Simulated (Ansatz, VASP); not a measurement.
Al3In5N8: VASP beside Ansatz

The input INCAR:

```
ALGO = Normal
EDIFF = 1E-6
ENCUT = 520
GGA = PS
ISIF = 2
ISMEAR = 0
LASPH = T
LCHARG = T
LELF = T
LREAL = Auto
LVHAR = T
LWAVE = F
NBANDS = 71
NELM = 100
PREC = Accurate
SIGMA = 0.1
```

The input KPOINTS:

```
k-points
0
Gamma
  4 3 3
```

POSCAR

```
Al3In5N8
1.0
    0.0000000000      0.0000000000     -5.4347949200
   -6.7455227300      0.0000000000      0.0000000000
    3.3727613700      5.8417940500      0.0000000000
Al In N
3 5 8
Direct
    0.0000000000      0.6666666700      0.3333333300
    0.0000000000      0.1666666700      0.3333333300
    0.5000000000      0.3333333300      0.1666666700
    0.0000000000      0.6666666700      0.8333333300
    0.0000000000      0.1666666700      0.8333333300
    0.5000000000      0.8333333300      0.1666666700
    0.5000000000      0.3333333300      0.6666666700
    0.5000000000      0.8333333300      0.6666666700
    0.6250000000      0.6666666700      0.3333333300
    0.6250000000      0.1666666700      0.3333333300
    0.6250000000      0.6666666700      0.8333333300
    0.6250000000      0.1666666700      0.8333333300
    0.1250000000      0.3333333300      0.1666666700
    0.1250000000      0.8333333300      0.1666666700
    0.1250000000      0.3333333300      0.6666666700
    0.1250000000      0.8333333300      0.6666666700
```

Input for Ansatz:

```yaml
crystal:
  lattice:
    - [0.0, 0.0, -5.43479492]
    - [-6.74552273, 0.0, 0.0]
    - [3.37276137, 5.84179405, 0.0]
  atoms:
    - { symbol: Al, position: [0.0, 0.66666667, 0.33333333] }
    - { symbol: Al, position: [0.0, 0.16666667, 0.33333333] }
    - { symbol: In, position: [0.0, 0.66666667, 0.83333333] }
    - { symbol: In, position: [0.0, 0.16666667, 0.83333333] }
    - { symbol: Al, position: [0.5, 0.33333333, 0.16666667] }
    - { symbol: In, position: [0.5, 0.83333333, 0.16666667] }
    - { symbol: In, position: [0.5, 0.33333333, 0.66666667] }
    - { symbol: In, position: [0.5, 0.83333333, 0.66666667] }
    - { symbol: "N", position: [0.625, 0.66666667, 0.33333333] }
    - { symbol: "N", position: [0.625, 0.16666667, 0.33333333] }
    - { symbol: "N", position: [0.625, 0.66666667, 0.83333333] }
    - { symbol: "N", position: [0.625, 0.16666667, 0.83333333] }
    - { symbol: "N", position: [0.125, 0.33333333, 0.16666667] }
    - { symbol: "N", position: [0.125, 0.83333333, 0.16666667] }
    - { symbol: "N", position: [0.125, 0.33333333, 0.66666667] }
    - { symbol: "N", position: [0.125, 0.83333333, 0.66666667] }
basis:
  ecutwfc: 420
kpoints:
  mp_grid: { grid: [4, 3, 3] }
hamiltonian:
  xc: pbesol
scf:
  occupations: { method: gaussian, width: 0.1 }
output:
  forces: true
  stress: true
  eigenvalues: true
```

Alike in both runs: task single point; functional PBEsol; k mesh 4 × 3 × 3; occupations gaussian, width 0.1 eV; no spin polarisation.

|  | VASP | Ansatz |
| --- | --- | --- |
| version | VASP 6.6.1 | Ansatz 0.2.0 |
| potentials or method | VASP PAW PBE potentials, release 64 (Al, In_d, N), cutoff 520 eV | scalar-relativistic, plane waves, PAW |
| valence electrons in the cell | 114 | 114 |

Ansatz gave:

```
gap on the k mesh at the Fermi level (eV) : 0.77
least direct gap on the mesh (eV)         : 0.77
pressure (GPa)                            : 5.3
rms of the force components (eV/Å)        : 1.275
```

Task: Estimate VASP's values.

Result: gap on the k mesh at the Fermi level (eV): 0.77; least direct gap on the mesh (eV): 0.77; pressure (GPa): 5.3; rms of the force components (eV/Å): 1.282.

VASP's potentials were made for PBE, not for PBEsol.
